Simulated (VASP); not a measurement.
Input of a VASP 6.6.1 run:

File POSCAR:

```
CdF2
1.0
    0.0000000000      2.6940000000      2.6131800000
    2.6940000000      0.0000000000      2.6131800000
    2.6940000000      2.6940000000      0.0000000000
Cd F
1 2
Direct
    0.0000000000      0.0000000000      0.0000000000
    0.2500000000      0.2500000000      0.2500000000
    0.7500000000      0.7500000000      0.7500000000
```

Contents of INCAR.step1:

```
PREC     = Accurate       # precision mode
ENCUT    = 520            # plane-wave cutoff, eV
ISMEAR   = 0              # smearing method
SIGMA    = 0.05           # smearing width, eV
LREAL    = F              # projectors in reciprocal space
LASPH    = T              # aspherical terms in the spheres
NELM     = 60             # most SCF steps
NBANDS   = 20             # bands
GGA      = PE             # functional
ALGO     = Normal         # electronic algorithm
EDIFF    = 1E-4           # SCF threshold, eV
LWAVE    = T              # write WAVECAR
LCHARG   = F              # write CHGCAR
```

The input INCAR.step2:

```
PREC     = Accurate       # precision mode
ENCUT    = 520            # plane-wave cutoff, eV
EDIFF    = 1E-6           # SCF threshold, eV
ISMEAR   = 0              # smearing method
SIGMA    = 0.05           # smearing width, eV
LREAL    = F              # projectors in reciprocal space
LASPH    = T              # aspherical terms in the spheres
NELM     = 60             # most SCF steps
ALGO     = Normal         # electronic algorithm
ISIF     = 2              # what is computed and relaxed
LWAVE    = F              # write WAVECAR
LCHARG   = F              # write CHGCAR
METAGGA  = R2SCAN         # meta-GGA
LMIXTAU  = T            
NBANDS   = 20             # bands
ISTART   = 1
```

File KPOINTS:

```
Automatic mesh
0
Gamma
  8 8 8
```

Potentials or basis: VASP PAW PBE potentials, release 64 (Cd, F).

The run is started by

```sh
$ cat potpaw_PBE.64/Cd/POTCAR potpaw_PBE.64/F/POTCAR > POTCAR
$ cp INCAR.step1 INCAR
$ mpirun -np 1 vasp_std > vasp.out
$ cp INCAR.step2 INCAR
$ mpirun -np 1 vasp_std > vasp.out
```

Task: Estimate the pressure.

Result: 4.9 GPa.

Task: What does it give for the band gap on the k mesh?

Result: 3.83 eV (least direct gap 4.28 eV).

Stress tensor (GPa, compression positive):
```
3.71 0.00 0.00
0.00 3.71 0.00
0.00 0.00 7.31
```

Caveat: the cell differs from its parent crystal (strain +0.000 along x and y, -0.030 along z); the cell stands under pressure; the PAW data sets were made with another functional, which shifts forces and pressure a little. A k mesh can miss the band edges.
